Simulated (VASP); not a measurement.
Here is a VASP 6.6.1 calculation.

INCAR

```
  PREC = Accurate
  ENCUT = 520
  EDIFF = 1E-6
  ISMEAR = 0
  SIGMA = 0.028999999999999998
  LREAL = False
  LASPH = True
  NELM = 100
  ALGO = Normal
  ISIF = 2
  LWAVE = False
  LCHARG = False
  GGA = PE
  NBANDS = 20
```

Contents of KPOINTS:

```
regular mesh
0
Gamma
  9 9 4
```

File POSCAR:

```
MoS2
1.0
    3.2274645616      0.0000000000      0.0000000000
   -1.6137322808      2.7950663001      0.0000000000
    0.0000000000      0.0000000000      6.3124734200
Mo S
1 2
Direct
    0.0000000000      0.0000000000      0.5000000000
    0.6666666667      0.3333333333      0.7446806800
    0.3333333333      0.6666666667      0.2553193200
```

Potentials or basis: VASP PAW PBE potentials, release 64 (Mo_sv, S).

The run is started by

```sh
$ cat potpaw_PBE.64/Mo_sv/POTCAR potpaw_PBE.64/S/POTCAR > POTCAR
$ mpirun -np 1 vasp_std > vasp.out
```

(1) What does it give for the band gap on the k mesh?

(2) Predict the pressure.

(3) Predict the largest force.

## Answers

(1) zero (bands 13 and 14 overlap by 1.03 eV).

(2) 1.0 GPa.

(3) 0.286 eV/Å.

Caveat: this functional lacks dispersion, which binds the layers, so the pressure and a relaxed spacing across them are unreliable.
